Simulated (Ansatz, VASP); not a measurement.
## MgO in VASP and in Ansatz

File INCAR:

```
PREC     = Accurate       # precision mode
ENCUT    = 520            # plane-wave cutoff, eV
EDIFF    = 1E-6           # SCF threshold, eV
ISMEAR   = 0              # smearing method
SIGMA    = 0.01           # smearing width, eV
LREAL    = False          # projectors in reciprocal space
LASPH    = True           # aspherical terms in the spheres
NELM     = 60             # most SCF steps
ALGO     = Normal         # electronic algorithm
ISIF     = 2              # what is computed and relaxed
LWAVE    = False          # write WAVECAR
LCHARG   = False          # write CHGCAR
GGA      = PS             # functional
NBANDS   = 11             # bands
```

File KPOINTS:

```
regular mesh
0
Gamma
  6 6 6
```

Contents of POSCAR:

```
MgO
1.0
    0.0000000000      2.1729495000      2.1729495000
    2.1729495000      0.0000000000      2.1729495000
    2.1729495000      2.1729495000      0.0000000000
Mg O
1 1
Direct
    0.0000000000      0.0000000000      0.0000000000
    0.5000000000      0.5000000000      0.5000000000
```

Input for Ansatz:

```yaml
crystal:
  atoms:
  - position: [0.0, 0.0, 0.0]
    symbol: Mg
  - position: [0.5, 0.5, 0.5]
    symbol: O
  lattice:
  - [0.0, 2.1729495, 2.1729495]
  - [2.1729495, 0.0, 2.1729495]
  - [2.1729495, 2.1729495, 0.0]
hamiltonian:
  dispersion: none
  pseudopotentials:
    kind: all_electron
    lapw: {}
    relativity: scalar
  xc: pbesol
kpoints:
  mp_grid:
    grid: [6, 6, 6]
    shift: [0, 0, 0]
magnetization: {spin_polarized: false}
output: {forces: true, stress: true}
scf:
  occupations: {method: fixed}
```

Alike in both runs: task single point; functional PBEsol; k mesh 6 × 6 × 6; no spin polarisation.

```csv
,VASP,Ansatz
version,VASP 6.6.1,Ansatz 0.2 development build
potentials or method,"VASP PAW PBE potentials, release 64 (Mg, O), cutoff 520 eV","all-electron full-potential LAPW, scalar-relativistic"
occupations,"gaussian, width 0.01 eV",fixed
```

Ansatz gave:

| Quantity | Value |
| --- | --- |
| gap on the k mesh at the Fermi level (eV) | 3.79 |
| pressure (GPa) | -12.0 |

Q: What did VASP give for the same quantities?

A: gap on the k mesh at the Fermi level (eV): 3.78; pressure (GPa): -12.6.

VASP's potentials were made for PBE, not for PBEsol. Ansatz ran all-electron here, and VASP with PAW potentials.
